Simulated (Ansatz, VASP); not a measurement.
BeS in VASP and in Ansatz

```xyz
2
Lattice="0.0000 2.4250 2.4250 2.4250 0.0000 2.4250 2.4250 2.4250 0.0000" Properties=species:S:1:pos:R:3 pbc="T T T"
Be    0.0000    0.0000    0.0000
S     3.6375    3.6375    3.6375
```

Alike in both runs: task single point; functional PBE; k mesh 8 × 8 × 8; occupations gaussian, width 0.05 eV; no spin polarisation.

|  | VASP | Ansatz |
| --- | --- | --- |
| version | VASP 6.6.1 | Ansatz 0.2.0 |
| potentials or method | VASP PAW PBE potentials, release 64 (Be, S), cutoff 600 eV | scalar-relativistic, plane waves, PAW |
| valence electrons in the cell | 8 | 8 |

```csv
,VASP,Ansatz,Ansatz less VASP
gap on the k mesh at the Fermi level (eV),3.11,3.11,-0.001
least direct gap on the mesh (eV),5.67,5.65,-0.018
pressure (GPa),1.6,1.5,-0.04
```
